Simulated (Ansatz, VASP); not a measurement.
## TaH3O4: VASP beside Ansatz

File INCAR:

```
PREC = Accurate ; ENCUT = 520
EDIFF = 1E-6 ; ISMEAR = 0
SIGMA = 0.01 ; LREAL = False
LASPH = True ; NELM = 120
ALGO = Normal ; ISIF = 2
LWAVE = False ; LCHARG = True
GGA = PE ; LELF = True
LVHAR = True ; NBANDS = 30
GGA_COMPAT = False ; NELMDL = -8
```

File KPOINTS:

```
regular mesh
0
Gamma
  1 1 1
```

File POSCAR:

```
TaH3O4
1.0
   12.5000000000      0.0000000000      0.0000000000
    0.0000000000     13.5300000000      0.0000000000
    0.0000000000      0.0000000000     11.4800000000
Ta O H
1 4 3
Direct
    0.5484000000      0.5001093900      0.4780435500
    0.6200904000      0.5001093900      0.6083501700
    0.5876456000      0.6168019200      0.3919860600
    0.3975120000      0.5001093900      0.5124512200
    0.5876456000      0.3834161100      0.3919860600
    0.6397160000      0.6676238000      0.4110174200
    0.3600000000      0.5001093900      0.5865470400
    0.6397160000      0.3325942400      0.4110174200
```

Input for Ansatz:

```yaml
crystal:
  lattice:
    - [12.5, 0.0, 0.0]
    - [0.0, 13.53, 0.0]
    - [0.0, 0.0, 11.48]
  atoms:
    - { symbol: Ta, position: [0.5484, 0.50010939, 0.47804355] }
    - { symbol: O, position: [0.6200904, 0.50010939, 0.60835017] }
    - { symbol: O, position: [0.5876456, 0.61680192, 0.39198606] }
    - { symbol: H, position: [0.639716, 0.6676238, 0.41101742] }
    - { symbol: O, position: [0.397512, 0.50010939, 0.51245122] }
    - { symbol: H, position: [0.36, 0.50010939, 0.58654704] }
    - { symbol: O, position: [0.5876456, 0.38341611, 0.39198606] }
    - { symbol: H, position: [0.639716, 0.33259424, 0.41101742] }
basis:
  ecutwfc: 420
  ecutrho_ratio: 4
kpoints:
  mp_grid: { grid: [1, 1, 1] }
hamiltonian:
  xc: pbe
scf:
  occupations: { method: gaussian, width: 0.01 }
output:
  forces: true
  eigenvalues: true
  populations: true
```

Alike in both runs: task single point; functional PBE; k mesh 1 × 1 × 1; occupations gaussian, width 0.01 eV; no spin polarisation.

|  | VASP | Ansatz |
| --- | --- | --- |
| version | VASP 6.6.1 | Ansatz 0.2.0 |
| potentials or method | VASP PAW PBE potentials, release 64 (Ta_sv_GW, O, H), cutoff 520 eV | scalar-relativistic, plane waves, PAW |
| valence electrons in the cell | 40 | 40 |

Ansatz gave:

```
gap on the k mesh at the Fermi level (eV) : 6.31
rms of the force components (eV/Å)        : 0.209
```

**Question.** Estimate VASP's values.

**Answer.** gap on the k mesh at the Fermi level (eV): 6.30; rms of the force components (eV/Å): 0.125.

With one functional, cell and mesh, what is left measures potentials, basis and numerics. Ansatz's warnings: structure snapped to symmetry.

Spin-orbit coupling is off throughout.
